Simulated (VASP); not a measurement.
# KI (rocksalt type) (Imm2) in VASP: electric field gradients with PBE

Aim: the electric field gradients of KI (rocksalt type) with PBE.

Everything below comes from runs of VASP 6.6.1. Logs are shortened: lines on timing, memory, paths and dates and some standing lists are left out, and cuts for length are marked.

**1. The cell of the first run**

Symmetry: Imm2, No. 44, orthorhombic system. The conventional cell has a = 5.077 Å, b = 7.180 Å, c = 5.077 Å, α = 90.00°, β = 90.00°, γ = 90.00°. K (site symmetry mm2) has 6 I at 3.55 to 3.63 Å within 4.7 Å. I (site symmetry mm2) has 6 K at 3.55 to 3.63 Å within 4.7 Å.

**2. Electric field gradients, PBE (atom 1 (K) moved by [0.035355, 0.035355, 0.0] A)**

The input, INCAR:

```
SYSTEM = KI
ALGO     = Normal         ! electronic algorithm
EDIFF    = 1E-8           ! SCF threshold, eV
ENCUT    = 520            ! plane-wave cutoff, eV
GGA      = PE             ! functional
ISIF     = 2              ! what is computed and relaxed
ISMEAR   = -1             ! smearing method
LASPH    = .True.         ! aspherical terms in the spheres
LCHARG   = .False.        ! write CHGCAR
LEFG     = .True.       
LREAL    = .False.        ! projectors in reciprocal space
LWAVE    = .False.        ! write WAVECAR
NBANDS   = 15             ! bands
NELM     = 60             ! most SCF steps
PREC     = Accurate       ! precision mode
SIGMA    = 0.03           ! smearing width, eV
```

The input, KPOINTS:

```
k-points
0
Gamma
  10 10 10
  0 0 0
```

The input, POSCAR:

```
KI
1.0
    0.0000000000      3.5900284935      3.5900284935
    3.5900284935      0.0000000000      3.5900284935
    3.5900284935      3.5900284935      0.0000000000
K I
1 1
Direct
    0.0000000000      0.0000000000      0.0098481113
    0.5000000000      0.5000000000      0.5000000000
```

Potentials or basis: VASP PAW PBE potentials, release 64 (K_sv, I).

The run is started by

```sh
> cat potpaw_PBE.64/K_sv/POTCAR potpaw_PBE.64/I/POTCAR > POTCAR
> mpirun -np 1 vasp_std > vasp.out
```

OUTCAR:

```text
SYSTEM = KI
   EDIFF = 1E-8
   ENCUT = 520
   GGA = PE
   ISIF = 2
   ISMEAR = -1
   LASPH = .True.
   LREAL = .False.
   NELM = 60
   PREC = Accurate

 ion  position               nearest neighbor table
   1  0.000  0.000  0.010-   2 3.55   2 3.55   2 3.59   2 3.59   2 3.63   2 3.63
   2  0.500  0.500  0.500-   1 3.55   1 3.55   1 3.59   1 3.59   1 3.63   1 3.63

  LATTYP: Found a face centered cubic cell.
 ALAT       =     7.1800569870

  Lattice vectors:

 A1 = (   0.0000000000,   3.5900284935,   3.5900284935)
 A2 = (   3.5900284935,   0.0000000000,   3.5900284935)
 A3 = (   3.5900284935,   3.5900284935,   0.0000000000)

Analysis of symmetry for initial positions (statically):
=====================================================================
 Subroutine PRICEL returns:
 Original cell was already a primitive cell.

 Routine SETGRP: Setting up the symmetry group for a
 face centered cubic supercell.

 Subroutine GETGRP returns: Found  4 space group operations
 (whereof  4 operations were pure point group operations)
 out of a pool of 48 trial point group operations.

The static configuration has the point symmetry C_2v.

Analysis of symmetry for dynamics (positions and initial velocities):
=====================================================================
 Subroutine PRICEL returns:
 Original cell was already a primitive cell.

 Routine SETGRP: Setting up the symmetry group for a
 face centered cubic supercell.

 Subroutine GETGRP returns: Found  4 space group operations
 (whereof  4 operations were pure point group operations)
 out of a pool of 48 trial point group operations.

The dynamic configuration has the point symmetry C_2v.

 Subroutine INISYM returns: Found  4 space group operations
 (whereof  4 operations are pure point group operations),
 and found     1 'primitive' translations

----------------------------------------------------------------------------------------

                                     Primitive cell

  volume of cell :      92.5388

  direct lattice vectors                    reciprocal lattice vectors
     0.000000000  3.590028494  3.590028494    -0.139274661  0.139274661  0.139274661
     3.590028494  0.000000000  3.590028494     0.139274661 -0.139274661  0.139274661
     3.590028494  3.590028494  0.000000000     0.139274661  0.139274661 -0.139274661

[... 136 lines left out ...]
 Fermi energy:        -0.0092349050

 k-point     1 :       0.0000    0.0000    0.0000
  band No.  band energies     occupation
      1     -29.2468      2.00000
      2     -12.7290      2.00000
      3     -12.7287      2.00000
      4     -12.7286      2.00000
      5     -11.0902      2.00000
      6      -0.6579      2.00000
      7      -0.6576      2.00000
      8      -0.6575      2.00000
      9       3.1972      0.00000
     10       5.8542      0.00000
     11       5.8560      0.00000
     12       5.8575      0.00000
     13       6.5416      0.00000
     14       6.5432      0.00000
[... 401 lines left out ...]
      2     -12.8166      2.00000
      3     -12.7326      2.00000
      4     -12.7320      2.00000
      5     -10.9084      2.00000
      6      -1.6852      2.00000
      7      -0.9559      2.00000
      8      -0.9181      2.00000
      9       4.8013      0.00000
     10       6.1257      0.00000
     11       6.9630      0.00000
     12       7.1156      0.00000
     13       7.6500      0.00000
     14       7.8047      0.00000
     15       8.9519      0.00000

 [... further k-points ...]

------------------------ aborting loop because EDIFF is reached ----------------------------------------

  FORCE on cell =-STRESS in cart. coord.  units (eV):
  Direction    XX          YY          ZZ          XY          YZ          ZX
  --------------------------------------------------------------------------------------
  -------------------------------------------------------------------------------------
  Total        0.0247540      0.0247540      0.0159564     -0.0018984      0.0000000      0.0000000
  in kB        0.4285811      0.4285811      0.2762624     -0.0328683      0.0000000      0.0000000
  external PRESSURE =       0.3778082 kB  Pullay stress =       0.0000000 kB

 VOLUME and BASIS-vectors are now :
 -----------------------------------------------------------------------------
  energy-cutoff  :      520.00
  volume of cell :       92.54
      direct lattice vectors                 reciprocal lattice vectors
     0.000000000  3.590028494  3.590028494    -0.139274661  0.139274661  0.139274661
     3.590028494  0.000000000  3.590028494     0.139274661 -0.139274661  0.139274661
     3.590028494  3.590028494  0.000000000     0.139274661  0.139274661 -0.139274661

 POSITION                                       TOTAL-FORCE (eV/Angst)
 -----------------------------------------------------------------------------------
      0.03536      0.03536      0.00000        -0.030457     -0.030457      0.000000
      3.59003      3.59003      3.59003         0.030457      0.030457     -0.000000
 -----------------------------------------------------------------------------------
    total drift:                               -0.000021     -0.000021     -0.000000

  FREE ENERGIE OF THE ION-ELECTRON SYSTEM (eV)
  ---------------------------------------------------
  free  energy   TOTEN  =        -5.5640585828 eV

  energy  without entropy=       -5.5640585828  energy(sigma->0) =       -5.56405858

 Electric field gradients (V/A^2)
---------------------------------------------------------------------
 ion       V_xx      V_yy      V_zz      V_xy      V_xz      V_yz
---------------------------------------------------------------------
   1      -0.026    -0.026     0.051     0.048    -0.000    -0.000
   2      -0.096    -0.096     0.191     0.004    -0.000    -0.000
---------------------------------------------------------------------

 Electric field gradients after diagonalization (V/A^2)
 (convention: |V_zz| > |V_xx| > |V_yy|)
----------------------------------------------------------------------
 ion       V_xx      V_yy      V_zz     asymmetry (V_yy - V_xx)/ V_zz
----------------------------------------------------------------------
   1       0.051     0.022    -0.074       0.393
   2      -0.099    -0.092     0.191       0.038
----------------------------------------------------------------------

           NMR quadrupolar parameters

 Cq : quadrupolar parameter    Cq=e*Q*V_zz/h
 eta: asymmetry parameters     (V_yy - V_xx)/ V_zz
 Q  : nuclear electric quadrupole moment in mb (millibarn)
----------------------------------------------------------------------
 ion       Cq(MHz)       eta       Q (mb)
----------------------------------------------------------------------
   1      -0.000       0.393       1.000
   2       0.000       0.038       1.000
----------------------------------------------------------------------
```

stdout:

```text
POSCAR found type information on POSCAR K I
 POSCAR found :  2 types and       2 ions
 scaLAPACK will be used
 LDA part: xc-table for (Slater+PW92), standard interpolation
 POSCAR, INCAR and KPOINTS ok, starting setup
 FFT: planning ... GRIDC
 FFT: planning ... GRID_SOFT
 FFT: planning ... GRID
 WAVECAR not read
 entering main loop
ion   1

ion   2
```

Wall time 7.3 min (1 thread of Intel Xeon 8259CL, shared host); peak memory 0.41 GiB.

Results:

* Free energy: -5.5641 eV
* Pressure: 0.0 GPa
* Largest force: 0.043 eV/Å
* Band gap on the k mesh: 3.85 eV
* Largest electric field gradient by atom: K -0.07; I +0.19 V/Å²

Forces on the atoms (eV/Å):
```
K   -0.030 -0.030  0.000
I    0.030  0.030  0.000
```

Caveat: the cell differs from its parent crystal (atom 1 (K) moved by [0.035355, 0.035355, 0.0] A); without QUAD_EFG the Cq values of the log hold for a quadrupole moment of 1 mb, not for the nuclei; spin-orbit coupling is left out, which moves the levels of the heavy elements.
